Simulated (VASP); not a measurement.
Set up this calculation in VASP 6.6.1, as the native input.

| Quantity | Value |
| --- | --- |
| Task | single point |
| Functional | PBE |
| Potentials or basis | VASP PAW PBE potentials, release 64 (Eu) |
| Cutoff | 520 eV |
| k mesh | 12 × 12 × 12 |
| Occupations | fermi-dirac, width 0.1 eV |
| Spin | collinear spin, ferromagnetic start |
| Starting moments | [7.0] μB |
| Dipole correction | no |
| Further INCAR settings | ALGO = Normal; EDIFF = 1e-06; NBANDS = 18 |

The structure of Eu lies in POSCAR:

```
Eu
1.0
   -2.2205742543      2.2205742543      2.2205742543
    2.2205742543     -2.2205742543      2.2205742543
    2.2205742543      2.2205742543     -2.2205742543
Eu
1
Direct
    0.0000000000      0.0000000000      0.0000000000
```

These files were run (other wordings do the same):

INCAR

```
SYSTEM = Eu
PREC     = Accurate       ! precision mode
ENCUT    = 520            ! plane-wave cutoff, eV
EDIFF    = 1E-6           ! SCF threshold, eV
ISMEAR   = -1             ! smearing method
SIGMA    = 0.1            ! smearing width, eV
LREAL    = .False.        ! projectors in reciprocal space
LASPH    = .True.         ! aspherical terms in the spheres
NELM     = 150            ! most SCF steps
ALGO     = Normal         ! electronic algorithm
ISIF     = 2              ! what is computed and relaxed
LWAVE    = .False.        ! write WAVECAR
LCHARG   = .False.        ! write CHGCAR
ISPIN    = 2              ! spin polarisation
MAGMOM   = 7              ! initial moments
LORBIT   = 11             ! projections on sites
LMAXMIX  = 6              ! l up to which the mixer works
GGA      = PE             ! functional
NBANDS   = 18             ! bands
```

KPOINTS

```
regular mesh
0
Gamma
  12 12 12
  0 0 0
```

Potentials or basis: VASP PAW PBE potentials, release 64 (Eu).

Command:

```sh
$ cat potpaw_PBE.64/Eu/POTCAR > POTCAR
$ mpirun -np 1 vasp_std > vasp.out
```

It gave:

* Pressure: -0.7 GPa
* Net moment: 7.31 μB per cell
* Site moments: Eu +6.67 μB
* Valence electrons inside the program's atomic spheres: Eu 14.72

Wall time 79 s on 1 thread of Intel(R) Xeon(R) 6975P-C (Granite Rapids) (shared host), peak memory 0.26 GiB.
